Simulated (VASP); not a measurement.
# Si3P2 (P-6m2) in VASP: single point with PBE

Aim: the single point of Si3P2 with PBE.

Everything below comes from runs of VASP 6.6.1. Logs are shortened: lines on timing, memory, paths and dates and some standing lists are left out, and cuts for length are marked.

## 1. The cell of the first run

It takes space group P-6m2 (No. 187, hexagonal). Conventional cell: a = 3.969 Å, b = 3.969 Å, c = 6.228 Å, α = 90.00°, β = 90.00°, γ = 120.00°. Si (site symmetry 3m) has 2 Si at 1.70 to 2.26 Å within 2.3 Å. Si (site symmetry -6m2) has 2 Si at 2.26 Å and 3 P at 2.29 Å within 3.0 Å. Within 3.2 Å of P (site symmetry -6m2) lie 6 Si at 2.44 Å and 2 P at 3.11 Å. P (site symmetry -6m2) has 9 Si at 2.29 to 3.22 Å and 2 P at 3.11 Å within 3.3 Å.

The cell was built from a structure type or drawn by symmetry, and may not be a known phase.

## 2. Single point, PBE

INCAR reads:

```
PREC     = Accurate       # precision mode
ENCUT    = 520            # plane-wave cutoff, eV
EDIFF    = 1E-6           # SCF threshold, eV
ISMEAR   = 0              # smearing method
SIGMA    = 0.1            # smearing width, eV
LREAL    = F              # projectors in reciprocal space
LASPH    = T              # aspherical terms in the spheres
NELM     = 80             # most SCF steps
ALGO     = Normal         # electronic algorithm
ISIF     = 2              # what is computed and relaxed
LWAVE    = F              # write WAVECAR
LCHARG   = T              # write CHGCAR
GGA      = PE             # functional
LELF     = T              # ELF
LVHAR    = T            
NBANDS   = 19             # bands
```

KPOINTS reads:

```
Automatic mesh
0
Gamma
  6 6 4
```

POSCAR reads:

```
Si3P2
1.0
    3.9693291500      0.0000000000      0.0000000000
   -1.9846645800      3.4375398800      0.0000000000
    0.0000000000      0.0000000000      6.2282842900
Si P
3 2
Direct
    0.0000000000      0.0000000000      0.3632590300
    0.0000000000      0.0000000000      0.6367409700
    0.0000000000      0.0000000000      0.0000000000
    0.6666666700      0.3333333300      0.5000000000
    0.6666666700      0.3333333300      0.0000000000
```

Potentials or basis: VASP PAW PBE potentials, release 64 (Si, P).

Launch:

```bash
$ cat potpaw_PBE.64/Si/POTCAR potpaw_PBE.64/P/POTCAR > POTCAR
$ mpirun -np 1 vasp_std > vasp.out
```

OUTCAR:

```text
PREC = Accurate
   ENCUT = 520
   EDIFF = 1E-6
   ISMEAR = 0
   LREAL = F
   LASPH = T
   NELM = 80
   ISIF = 2
   GGA = PE

 ion  position               nearest neighbor table
   1  0.000  0.000  0.363-   2 1.70   3 2.26   4 2.44   4 2.44   4 2.44
   2  0.000  0.000  0.637-   1 1.70   3 2.26   4 2.44   4 2.44   4 2.44
   3  0.000  0.000  0.000-   1 2.26   2 2.26   5 2.29   5 2.29   5 2.29
   4  0.667  0.333  0.500-   1 2.44   2 2.44   1 2.44   2 2.44   1 2.44   2 2.44
   5  0.667  0.333  0.000-   3 2.29   3 2.29   3 2.29

  LATTYP: Found a hexagonal cell.
 ALAT       =     3.9693291500
 C/A-ratio  =     1.5691024993

  Lattice vectors:

 A1 = (   3.9693291500,   0.0000000000,   0.0000000000)
 A2 = (  -1.9846645800,   3.4375398800,   0.0000000000)
 A3 = (   0.0000000000,   0.0000000000,   6.2282842900)

Analysis of symmetry for initial positions (statically):
=====================================================================
 Subroutine PRICEL returns:
 Original cell was already a primitive cell.

 Routine SETGRP: Setting up the symmetry group for a
 hexagonal supercell.

 Subroutine GETGRP returns: Found 12 space group operations
 (whereof 12 operations were pure point group operations)
 out of a pool of 24 trial point group operations.

The static configuration has the point symmetry D_3h.

Analysis of symmetry for dynamics (positions and initial velocities):
=====================================================================
 Subroutine PRICEL returns:
 Original cell was already a primitive cell.

 Routine SETGRP: Setting up the symmetry group for a
 hexagonal supercell.

 Subroutine GETGRP returns: Found 12 space group operations
 (whereof 12 operations were pure point group operations)
 out of a pool of 24 trial point group operations.

The dynamic configuration has the point symmetry D_3h.

 Subroutine INISYM returns: Found 12 space group operations
 (whereof 12 operations are pure point group operations),
 and found     1 'primitive' translations

----------------------------------------------------------------------------------------

                                     Primitive cell

  volume of cell :      84.9832
[... 88 lines left out ...]
   LASPH  =      T    aspherical Exc in radial PAW
   ENCUT  =  520.0 eV  38.22 Ry    6.18 a.u.   7.38  7.38 11.58*2*pi/ulx,y,z
   NELM   =     80;   NELMIN=  2; NELMDL= -5     # of ELM steps
   EDIFF  = 0.1E-05   stopping-criterion for ELM
   LREAL  =      F    real-space projection
   EDIFFG = 0.1E-04   stopping-criterion for IOM
   NSW    =      0    number of steps for IOM
   IBRION =     -1    ionic relax: 0-MD 1-quasi-New 2-CG
   NFREE  =      0    steps in history (QN), initial steepest desc. (CG)
   ISIF   =      2    stress and relaxation
   ISYM   =      2    0-nonsym 1-usesym 2-fastsym
   POTIM  = 0.5000    time-step for ionic-motion
   TEBEG  =    0.0;   TEEND  =   0.0 temperature during run
   PSTRESS=    0.0 pullay stress
   NELECT =      22.0000    total number of electrons
   NUPDOWN=      -1.0000    fix difference up-down
   EMIN   =  10.00;   EMAX   =-10.00  energy-range for DOS
   EFERMI =   0.00;   METHOD = LEGACY
   ISMEAR =     0;   SIGMA  =   0.10  broadening in eV -4-tet -1-fermi 0-gaus
   EFERMI_NEDOS =   21; number of points for ismear=-14 and -15
   IALGO  =     38    algorithm
   IMIX   =      4    mixing-type and parameters
     AMIX     =   0.40;   BMIX     =  1.00
     AMIX_MAG =   1.60;   BMIX_MAG =  1.00
  volume/ion in A,a.u.               =      17.00       114.70
  Fermi-wavevector in a.u.,A,eV,Ry     =   1.043369  1.971682 14.811561  1.088619
  Thomas-Fermi vector in A             =   2.178075
   LORBIT       =      0    0 simple, 1 ext, 2 COOP (PROOUT), +10 PAW based schemes
   GGA     = PE    functional components
   LHFCALC =     F    Hartree Fock is set to
   AEXX    =    0.0000 exact exchange contribution
   IVDW    =     0    specifies the selected vdW correction
   LEPSILON=     F    determine dielectric tensor
   LRPA    =     F    only Hartree local field effects (RPA)
 non-spin polarized calculation
 Gauss-broadening in eV      SIGMA  =   0.10
  energy-cutoff  :      520.00
  volume of cell :       84.98
 maximum number of plane-waves:      2309
 NGX is ok and might be reduce to    30
   NGX = 15   NGY = 15   NGZ = 23

 number of electron      22.0000001 magnetization

 Free energy of the ion-electron system (eV)
  ---------------------------------------------------
  ext. energy  EPLUGINS =         0.00000000
  ---------------------------------------------------
  free energy    TOTEN  =       -19.13134542 eV

  energy without entropy =      -19.11374163  energy(sigma->0) =      -19.12254353

 E-fermi :   7.7807     XC(G=0): -10.1675

 val. band max:        7.7768577985   @ k =   0.1667   0.0000   0.2500
 cond. band min:       7.8243422564   @ k =   0.0000   0.0000   0.5000
 fundamental gap:      0.0474844579
 Fermi energy:         7.7806568798

 k-point     1 :       0.0000    0.0000    0.0000
  band No.  band energies     occupation
      1      -7.3317      2.00000
      2      -5.0150      2.00000
      3      -1.0967      2.00000
      4       2.3426      2.00000
      5       2.7950      2.00000
      6       2.7950      2.00000
[... 439 lines left out ...]
      6       1.5826      2.00000
[... 11 lines left out ...]
     18      12.1712      0.00000
     19      16.1375      0.00000

------------------------ aborting loop because EDIFF is reached ----------------------------------------

  FORCE on cell =-STRESS in cart. coord.  units (eV):
  Direction    XX          YY          ZZ          XY          YZ          ZX
  --------------------------------------------------------------------------------------
  -------------------------------------------------------------------------------------
  Total        3.7302686      3.7302686     43.1368057     -0.0000000      0.0000000     -0.0000000
  in kB       70.3262401     70.3262401    813.2522586     -0.0000001      0.0000000     -0.0000000
  external PRESSURE =     317.9682463 kB  Pullay stress =       0.0000000 kB

 VOLUME and BASIS-vectors are now :
 -----------------------------------------------------------------------------
  energy-cutoff  :      520.00
  volume of cell :       84.98
      direct lattice vectors                 reciprocal lattice vectors
     3.969329150  0.000000000  0.000000000     0.251931740  0.145452858  0.000000000
    -1.984664580  3.437539880  0.000000000     0.000000000  0.290905716  0.000000000
     0.000000000  0.000000000  6.228284290     0.000000000  0.000000000  0.160557860

 POSITION                                       TOTAL-FORCE (eV/Angst)
 -----------------------------------------------------------------------------------
      0.00000      0.00000      2.26248        -0.000000      0.000000    -19.116754
      0.00000      0.00000      3.96580        -0.000000      0.000000     19.116754
      0.00000      0.00000      0.00000        -0.000000      0.000000      0.000000
      1.98466      1.14585      3.11414         0.000000      0.000000      0.000000
      1.98466      1.14585      0.00000         0.000000      0.000000      0.000000
 -----------------------------------------------------------------------------------
    total drift:                               -0.000009      0.000005      0.000000

  FREE ENERGIE OF THE ION-ELECTRON SYSTEM (eV)
  ---------------------------------------------------
  free  energy   TOTEN  =       -19.1313454220 eV

  energy  without entropy=      -19.1137416333  energy(sigma->0) =      -19.12254353
```

OSZICAR:

```text
N       E                     dE             d eps       ncg     rms          rms(c)
DAV:   1     0.616278036010E+02    0.61628E+02   -0.90088E+03   798   0.963E+02
DAV:   2    -0.166414071118E+02   -0.78269E+02   -0.75840E+02  1022   0.157E+02
DAV:   3    -0.205280219355E+02   -0.38866E+01   -0.38413E+01  1069   0.326E+01
DAV:   4    -0.205804274552E+02   -0.52406E-01   -0.52327E-01  1014   0.448E+00
DAV:   5    -0.205813881297E+02   -0.96067E-03   -0.96059E-03  1016   0.593E-01    0.114E+01
DAV:   6    -0.193787452787E+02    0.12026E+01   -0.21164E+00   926   0.681E+00    0.664E+00
DAV:   7    -0.191584027143E+02    0.22034E+00   -0.12773E+00   963   0.484E+00    0.293E+00
DAV:   8    -0.191356521700E+02    0.22751E-01   -0.20110E-01  1063   0.211E+00    0.942E-01
DAV:   9    -0.191314636913E+02    0.41885E-02   -0.28600E-02   928   0.884E-01    0.320E-01
DAV:  10    -0.191313286890E+02    0.13500E-03   -0.29607E-03   976   0.286E-01    0.136E-01
DAV:  11    -0.191313257525E+02    0.29365E-05   -0.45114E-04   914   0.971E-02    0.589E-02
DAV:  12    -0.191313415241E+02   -0.15772E-04   -0.44953E-05  1026   0.372E-02    0.222E-02
DAV:  13    -0.191313448852E+02   -0.33611E-05   -0.98931E-06   929   0.168E-02    0.566E-03
DAV:  14    -0.191313454220E+02   -0.53681E-06   -0.92115E-07   600   0.520E-03
   1 F= -.19131345E+02 E0= -.19122544E+02  d E =-.176038E-01
```

Wall time 16 s (1 thread of Intel Xeon 6975P-C (Granite Rapids), shared host); peak memory 0.2 GiB.

What came out:

```yaml
Free_energy: -19.1313 eV
Pressure: 31.8 GPa
Largest_force: 19.117 eV/Å
Band_gap_on_the_k_mesh: zero (bands 11 and 12 overlap by 2.21 eV)
```

Forces in eV/Å, atoms in the order of the input:
```
Si    0.000   0.000 -19.117
Si    0.000   0.000  19.117
Si    0.000   0.000   0.000
P     0.000   0.000   0.000
P     0.000   0.000   0.000
```

Stress tensor (GPa, compression positive):
```
 7.03  0.00  0.00
 0.00  7.03  0.00
 0.00  0.00 81.33
```

Levels at points of the mesh, in eV from the Fermi level:
```
           k point  band 9  band 10  band 11  band 12  band 13  band 14
(0.00, 0.00, 0.00)   -3.19    -1.23    -0.28    -0.28     0.37     1.54
(0.50, 0.00, 0.00)   -3.10    -1.23     0.76     0.76     1.84     2.10
(0.00, 0.00, 0.50)   -3.66    -3.18     0.04     0.04     1.00     1.00
(0.50, 0.00, 0.50)   -2.71    -2.34    -1.90    -1.13     2.62     3.97
```

Caveat: the cell stands under pressure; forces of over 1 eV/Å act on the atoms, so gaps and moduli don't describe the material at rest.
